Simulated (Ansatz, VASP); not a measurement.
One calculation of Al2Cu, two programs

```
Al Cu
1.0
    -2.87665    2.87665    2.31725
     2.87665   -2.87665    2.31725
     2.87665    2.87665   -2.31725
Al Cu
4 2
Direct
  0.15932 0.65932 0.81864
  0.65932 0.84068 0.50000
  0.84068 0.34068 0.18136
  0.34068 0.15932 0.50000
  0.75000 0.75000 0.00000
  0.25000 0.25000 0.00000
```

Alike in both runs: task single point; functional PBEsol; k mesh 10 × 10 × 10; occupations gaussian, width 0.15 eV; no spin polarisation.

```csv
,VASP,Ansatz
version,VASP 6.6.1,Ansatz 0.2.0
potentials or method,"VASP PAW PBE potentials, release 64 (Al, Cu), cutoff 520 eV","scalar-relativistic, plane waves, PAW"
valence electrons in the cell,34,50
```

```csv
,VASP,Ansatz,Ansatz less VASP
gap on the k mesh at the Fermi level (eV),none,none,-
pressure (GPa),17.9,17.7,-0.25
"traceless stress, the component that is largest in VASP (GPa)",0.15,0.11,-0.037
rms of the force components (eV/Å),0.057,0.057,-0.0004
```

VASP's potentials were made for PBE, not for PBEsol, and Ansatz warns of the same on its side. Atom by atom the forces differ by 0.000 eV/Å (rms over components). A gap of «none» marks a metal or a gap that the smearing closes. With one functional, cell and mesh, what is left measures potentials, basis and numerics. VASP's potentials hold 34 valence electrons a cell and Ansatz's 50, so a difference there can come from the potentials and not from the codes.
